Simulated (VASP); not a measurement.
The system is Nb.

```
Nb
1.0
    -1.65882    1.65882    1.65882
     1.65882   -1.65882    1.65882
     1.65882    1.65882   -1.65882
Nb
1
Direct
  0.00000 0.00000 0.00000
```

- Program: VASP 6.6.1
- Task: relaxation of cell and atoms
- Functional: LDA
- Potentials or basis: VASP PAW LDA potentials, release 64 (Nb_sv)
- Cutoff: 600 eV
- k mesh: 8 × 8 × 8
- Occupations: gaussian, width 0.1 eV
- Spin: no spin polarisation

At the start: pressure -10.5 GPa; volume 18.26 Å³/atom.

Q: Where does the relaxation end?

A: Over 4 steps the energy falls by 36.2 meV/atom and the volume is 17.21 Å³/atom (-5.7 %); space group Im-3m (No. 229, to 0.1 Å) before and after.

Step by step:
| step | energy change (eV) | largest force (eV/Å) | pressure (GPa) | volume (Å³) |
| --- | --- | --- | --- | --- |
| 1 | 0.0000 | 0.0000 | -10.50 | 18.26 |
| 2 | 0.1273 | 0.0000 | 29.76 | 15.27 |
| 3 | -0.0361 | 0.0000 | -0.50 | 17.25 |
| 4 | -0.0362 | 0.0000 | -0.08 | 17.21 |

Final structure:
```yaml
crystal:
  lattice:
    - [-1.62653, 1.62653, 1.62653]
    - [1.62653, -1.62653, 1.62653]
    - [1.62653, 1.62653, -1.62653]
  atoms:
    - { symbol: Nb, position: [0.00000, 0.00000, 0.00000] }
```
